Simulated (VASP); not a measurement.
# Te (R-3m) in VASP: single point with r2SCAN

Aim: the single point of Te with r2SCAN.

All numbers are computed with VASP 6.6.1; they aren't measurements. Logs are shortened: lines on timing, memory, paths and dates and some standing lists are left out, and cuts for length are marked.

## 1. The cell of the first run

Symmetry: R-3m, No. 166, trigonal system. The conventional cell has a = 4.473 Å, b = 4.473 Å, c = 5.225 Å, α = 90.00°, β = 90.00°, γ = 120.00°. Te (site symmetry -3m) has 6 Te at 3.12 Å within 4.1 Å.

## 2. Single point, r2SCAN (strain -0.030 along x and y, +0.030 along z)

POSCAR

```
Te
1.0
    2.2367272124      1.2913750582      1.7416823150
   -2.2367272124      1.2913750582      1.7416823150
    0.0000000000     -2.5827501164      1.7416823150
Te
1
Direct
    0.5000000000      0.5000000000      0.5000000000
```

INCAR.step1

```
SYSTEM = Te
  PREC = Accurate
  ENCUT = 520
  ISMEAR = 0
  SIGMA = 0.15
  LREAL = .False.
  LASPH = .True.
  NELM = 60
  NBANDS = 9
  GGA = PE
  ALGO = Normal
  EDIFF = 1E-4
  LWAVE = .True.
  LCHARG = .False.
```

INCAR.step2

```
SYSTEM = Te
  PREC = Accurate
  ENCUT = 520
  EDIFF = 1E-7
  ISMEAR = 0
  SIGMA = 0.15
  LREAL = .False.
  LASPH = .True.
  NELM = 60
  ALGO = Normal
  ISIF = 2
  LWAVE = .False.
  LCHARG = .True.
  METAGGA = R2SCAN
  LMIXTAU = .True.
  LELF = .True.
  LVHAR = .True.
  NBANDS = 9
  ISTART = 1
```

KPOINTS

```
Automatic mesh
0
Gamma
  15 15 15
  0 0 0
```

Potentials or basis: VASP PAW PBE potentials, release 64 (Te).

On the command line:

```bash
$ cat potpaw_PBE.64/Te/POTCAR > POTCAR
$ cp INCAR.step1 INCAR
$ mpirun -np 1 vasp_std > vasp.out
$ cp INCAR.step2 INCAR
$ mpirun -np 1 vasp_std > vasp.out
```

OUTCAR:

```text
SYSTEM = Te
   PREC = Accurate
   ENCUT = 520
   EDIFF = 1E-7
   ISMEAR = 0
   LREAL = .False.
   LASPH = .True.
   NELM = 60
   ISIF = 2
   METAGGA = R2SCAN
   ISTART = 1

 ion  position               nearest neighbor table
   1  0.500  0.500  0.500-

  LATTYP: Found a trigonal (rhomboedric) cell.
 ALAT       =     3.1151332957
 COS(alpha) =    -0.0311047064

  Lattice vectors:

 A1 = (   2.2367272124,   1.2913750582,   1.7416823150)
 A2 = (  -2.2367272124,   1.2913750582,   1.7416823150)
 A3 = (   0.0000000000,  -2.5827501164,   1.7416823150)

Analysis of symmetry for initial positions (statically):
=====================================================================
 Subroutine PRICEL returns:
 Original cell was already a primitive cell.

 Routine SETGRP: Setting up the symmetry group for a
 trigonal (rhombohedral) supercell.

 Subroutine GETGRP returns: Found 12 space group operations
 (whereof 12 operations were pure point group operations)
 out of a pool of 12 trial point group operations.

The static configuration has the point symmetry D_3d.

Analysis of symmetry for dynamics (positions and initial velocities):
=====================================================================
 Subroutine PRICEL returns:
 Original cell was already a primitive cell.

 Routine SETGRP: Setting up the symmetry group for a
 trigonal (rhombohedral) supercell.

 Subroutine GETGRP returns: Found 12 space group operations
 (whereof 12 operations were pure point group operations)
 out of a pool of 12 trial point group operations.

The dynamic configuration has the point symmetry D_3d.

 Subroutine INISYM returns: Found 12 space group operations
 (whereof 12 operations are pure point group operations),
 and found     1 'primitive' translations

----------------------------------------------------------------------------------------

                                     Primitive cell

  volume of cell :      30.1846

  direct lattice vectors                    reciprocal lattice vectors
     2.236727212  1.291375058  1.741682315     0.223540894  0.129061395  0.191385840
    -2.236727212  1.291375058  1.741682315    -0.223540894  0.129061395  0.191385840
     0.000000000 -2.582750116  1.741682315     0.000000000 -0.258122790  0.191385840

  length of vectors
     3.115133296  3.115133296  3.115133296     0.321334584  0.321334584  0.321334584

  position of ions in fractional coordinates (direct lattice)
     0.500000000  0.500000000  0.500000000

  ion indices of the primitive-cell ions
   primitive index   ion index
                 1           1

----------------------------------------------------------------------------------------

 KPOINTS: Automatic mesh

Automatic generation of k-mesh.
 Grid dimensions read from file:
 generate k-points for:   15   15   15

 Generating k-lattice:

  Cartesian coordinates                     Fractional coordinates (reciprocal lattice)
     0.014902726  0.008604093  0.012759056     0.066666667  0.000000000 -0.000000000
    -0.014902726  0.008604093  0.012759056     0.000000000  0.066666667 -0.000000000
     0.000000000 -0.017208186  0.012759056    -0.000000000 -0.000000000  0.066666667

  Length of vectors
     0.021422306  0.021422306  0.021422306

  Shift w.r.t. Gamma in fractional coordinates (k-lattice)
     0.000000000  0.000000000  0.000000000

 Subroutine IBZKPT returns following result:
 ===========================================

 Found    344 irreducible k-points:

 Following reciprocal coordinates:
            Coordinates               Weight
  0.000000  0.000000  0.000000      1.000000
  0.066667  0.000000  0.000000      6.000000
  0.133333 -0.000000  0.000000      6.000000
  0.200000 -0.000000  0.000000      6.000000
  0.266667 -0.000000  0.000000      6.000000
  0.333333  0.000000  0.000000      6.000000
[... 16 lines left out ...]
  0.133333  0.133333  0.000000      6.000000
  0.200000  0.133333  0.000000     12.000000
 [... further k-points ...]
   k-points           NKPTS =    344   k-points in BZ     NKDIM =    344   number of bands    NBANDS=      9
   number of dos      NEDOS =    301   number of ions     NIONS =      1
   total plane-waves  NPLWV =  13824
   dimension x,y,z NGX =    24 NGY =   24 NGZ =   24
   dimension x,y,z NGXF=    48 NGYF=   48 NGZF=   48
   ions per type =               1
   NGX,Y,Z   is equivalent  to a cutoff of  12.81, 12.81, 12.81 a.u.
   NGXF,Y,Z  is equivalent  to a cutoff of  25.62, 25.62, 25.62 a.u.
 SYSTEM =  Te
   PREC   = accura    normal or accurate (medium, high low for compatibility)
   ISTART =      1    job   : 0-new  1-cont  2-samecut
   ICHARG =      0    charge: 1-file 2-atom 10-const
   ISPIN  =      1    spin polarized calculation?
   LNONCOLLINEAR =      F non collinear calculations
   LSORBIT =      F    spin-orbit coupling
   LASPH  =      T    aspherical Exc in radial PAW
   ENCUT  =  520.0 eV  38.22 Ry    6.18 a.u.   5.79  5.79  5.79*2*pi/ulx,y,z
   NELM   =     60;   NELMIN=  2; NELMDL=  0     # of ELM steps
   EDIFF  = 0.1E-06   stopping-criterion for ELM
   LREAL  =      F    real-space projection
   EDIFFG = 0.1E-05   stopping-criterion for IOM
   NSW    =      0    number of steps for IOM
   IBRION =     -1    ionic relax: 0-MD 1-quasi-New 2-CG
   NFREE  =      0    steps in history (QN), initial steepest desc. (CG)
   ISIF   =      2    stress and relaxation
   ISYM   =      2    0-nonsym 1-usesym 2-fastsym
   POTIM  = 0.5000    time-step for ionic-motion
   TEBEG  =    0.0;   TEEND  =   0.0 temperature during run
   PSTRESS=    0.0 pullay stress
   NELECT =       6.0000    total number of electrons
   NUPDOWN=      -1.0000    fix difference up-down
   EMIN   =  10.00;   EMAX   =-10.00  energy-range for DOS
   EFERMI =   0.00;   METHOD = LEGACY
   ISMEAR =     0;   SIGMA  =   0.15  broadening in eV -4-tet -1-fermi 0-gaus
   EFERMI_NEDOS =   21; number of points for ismear=-14 and -15
   IALGO  =     38    algorithm
   IMIX   =      4    mixing-type and parameters
     AMIX     =   0.40;   BMIX     =  1.00
     AMIX_MAG =   1.60;   BMIX_MAG =  1.00
  volume/ion in A,a.u.               =      30.18       203.70
  Fermi-wavevector in a.u.,A,eV,Ry     =   0.955425  1.805492 12.419907  0.912837
  Thomas-Fermi vector in A             =   2.084262
   LORBIT       =      0    0 simple, 1 ext, 2 COOP (PROOUT), +10 PAW based schemes
   METAGGA = R2SCAN    functional components
   LHFCALC =     F    Hartree Fock is set to
   AEXX    =    0.0000 exact exchange contribution
   IVDW    =     0    specifies the selected vdW correction
   LEPSILON=     F    determine dielectric tensor
   LRPA    =     F    only Hartree local field effects (RPA)
 non-spin polarized calculation
 Gauss-broadening in eV      SIGMA  =   0.15
  energy-cutoff  :      520.00
  volume of cell :       30.18
 maximum number of plane-waves:       826
   NGX = 11   NGY = 11   NGZ = 11

 number of electron       5.9999999 magnetization

 Free energy of the ion-electron system (eV)
  ---------------------------------------------------
  ext. energy  EPLUGINS =         0.00000000
  ---------------------------------------------------
  free energy    TOTEN  =       -25.31576667 eV

  energy without entropy =      -25.31119765  energy(sigma->0) =      -25.31348216

 E-fermi :   7.4601     XC(G=0): -10.1153

 val. band max:        7.4494695151   @ k =   0.4667   0.2000   0.2000
 cond. band min:       7.4615614036   @ k =  -0.3333   0.3333   0.2000
 fundamental gap:      0.0120918885
 Fermi energy:         7.4601313549

 k-point     1 :       0.0000    0.0000    0.0000
  band No.  band energies     occupation
      1      -7.4543      2.00000
      2       8.6099      0.00000
      3       8.8647      0.00000
      4       8.8647      0.00000
      5      13.6990      0.00000
      6      13.6990      0.00000
      7      15.0340      0.00000
      8      26.0717      0.00000
      9      26.1733      0.00000

 k-point     2 :       0.0667    0.0000    0.0000
  band No.  band energies     occupation
      1      -7.3930      2.00000
      2       8.0403      0.00000
      3       8.7672      0.00000
      4       8.9202      0.00000
      5      13.7524      0.00000
      6      14.2029      0.00000
      7      15.4243      0.00000
      8      24.8285      0.00000
      9      24.8599      0.00000

 k-point     3 :       0.1333   -0.0000    0.0000
  band No.  band energies     occupation
      1      -7.2116      2.00000
      2       6.5802      2.00000
      3       8.9156      0.00000
      4       9.0823      0.00000
      5      13.9108      0.00000
      6      14.7032      0.00000
      7      16.9030      0.00000
      8      23.3613      0.00000
      9      23.4036      0.00000

 k-point     4 :       0.2000   -0.0000    0.0000
  band No.  band energies     occupation
      1      -6.9185      2.00000
      2       4.9882      2.00000
      3       9.1674      0.00000
      4       9.3368      0.00000
      5      14.1678      0.00000
      6      15.0851      0.00000
      7      18.8970      0.00000
      8      22.0113      0.00000
      9      22.0471      0.00000
[... 205 lines left out ...]
 k-point    22 :      -0.0667    0.0667    0.0000
  band No.  band energies     occupation
      1      -7.3347      2.00000
      2       8.0085      0.00000
      3       8.2727      0.00000
      4       8.9029      0.00000
      5      14.0031      0.00000
      6      14.5883      0.00000
      7      15.6349      0.00000
      8      23.4172      0.00000
      9      24.9012      0.00000

 k-point    23 :       0.1333    0.1333    0.0000
  band No.  band energies     occupation
      1      -6.9572      2.00000
      2       6.6717      2.00000
      3       6.7938      2.00000
      4       9.2231      0.00000
      5      14.5184      0.00000
      6      16.7885      0.00000
      7      17.4075      0.00000
      8      21.6885      0.00000
      9      23.5658      0.00000

 k-point    24 :       0.2000    0.1333    0.0000
  band No.  band energies     occupation
      1      -6.6588      2.00000
      2       5.1391      2.00000
      3       6.9742      2.00000
      4       9.4783      0.00000
      5      14.8244      0.00000
      6      17.2800      0.00000
      7      18.8563      0.00000
      8      20.6211      0.00000
      9      22.2402      0.00000

 [... further k-points ...]

------------------------ aborting loop because EDIFF is reached ----------------------------------------

  FORCE on cell =-STRESS in cart. coord.  units (eV):
  Direction    XX          YY          ZZ          XY          YZ          ZX
  --------------------------------------------------------------------------------------
  -------------------------------------------------------------------------------------
  Total        0.8231769      0.8231769      0.7827739      0.0000000      0.0000000      0.0000000
  in kB       43.6936344     43.6936344     41.5490711      0.0000000      0.0000000      0.0000000
  external PRESSURE =      42.9787800 kB  Pullay stress =       0.0000000 kB

 VOLUME and BASIS-vectors are now :
 -----------------------------------------------------------------------------
  energy-cutoff  :      520.00
  volume of cell :       30.18
      direct lattice vectors                 reciprocal lattice vectors
     2.236727212  1.291375058  1.741682315     0.223540894  0.129061395  0.191385840
    -2.236727212  1.291375058  1.741682315    -0.223540894  0.129061395  0.191385840
     0.000000000 -2.582750116  1.741682315     0.000000000 -0.258122790  0.191385840

 POSITION                                       TOTAL-FORCE (eV/Angst)
 -----------------------------------------------------------------------------------
      0.00000      0.00000      2.61252         0.000000      0.000000     -0.000000
 -----------------------------------------------------------------------------------
    total drift:                                0.000000      0.000000     -0.000000

  FREE ENERGIE OF THE ION-ELECTRON SYSTEM (eV)
  ---------------------------------------------------
  free  energy   TOTEN  =       -25.3157666685 eV

  energy  without entropy=      -25.3111976452  energy(sigma->0) =      -25.31348216
```

Wall time 2.5 min (1 thread of AMD EPYC 9R45 (Zen 5), shared host); peak memory 0.18 GiB.

Results:

```
Free energy            : -25.3158 eV
Pressure               : 4.3 GPa
Band gap on the k mesh : zero (bands 3 and 4 overlap by 6.06 eV)
```

Levels at points of the mesh, in eV from the Fermi level:
```tsv
k point	band 1	band 2	band 3	band 4	band 5	band 6	band 7
(0.00, 0.00, 0.00)	-14.91	1.15	1.40	1.40	6.24	6.24	7.57
```

Caveat: the cell differs from its parent crystal (strain -0.030 along x and y, +0.030 along z); the cell stands under pressure; the PAW data sets were made with another functional, which shifts forces and pressure a little; spin-orbit coupling is left out, which moves the levels of the heavy elements.
